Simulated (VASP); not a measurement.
C, 1 atom in the cell. It takes space group Fm-3m (No. 225, cubic). Conventional cell: a = 2.995 Å, b = 2.995 Å, c = 2.995 Å, α = 90.00°, β = 90.00°, γ = 90.00°. Within 2.8 Å of C (site symmetry m-3m) lie 12 C at 2.12 Å.  This cell differs from its parent crystal: volume scaled by 0.96.

```yaml
Program: VASP 6.6.1
Task: single point
Functional: PBEsol
Potentials_or_basis: VASP PAW PBE potentials, release 64 (C)
Cutoff: 520 eV
k_mesh: 20 × 20 × 20
Occupations: fermi-dirac, width 0.1 eV
Spin: no spin polarisation
Dipole_correction: no
Further_INCAR_settings: ALGO = Normal; EDIFF = 1e-06; NBANDS = 8
```

Potentials or basis: VASP PAW PBE potentials, release 64 (C).

The run is started by

```bash
$ cat potpaw_PBE.64/C/POTCAR > POTCAR
$ mpirun -np 1 vasp_std > vasp.out
```

Hardware: 1 thread of Intel Xeon 6975P-C, on a shared host.

**Question.** Estimate the wall time of this run.

**Answer.** It took 3.8 s on 1 thread of Intel Xeon 6975P-C (shared host), peak memory 0.11 GiB. Counts: scf iterations 9, k points 256.
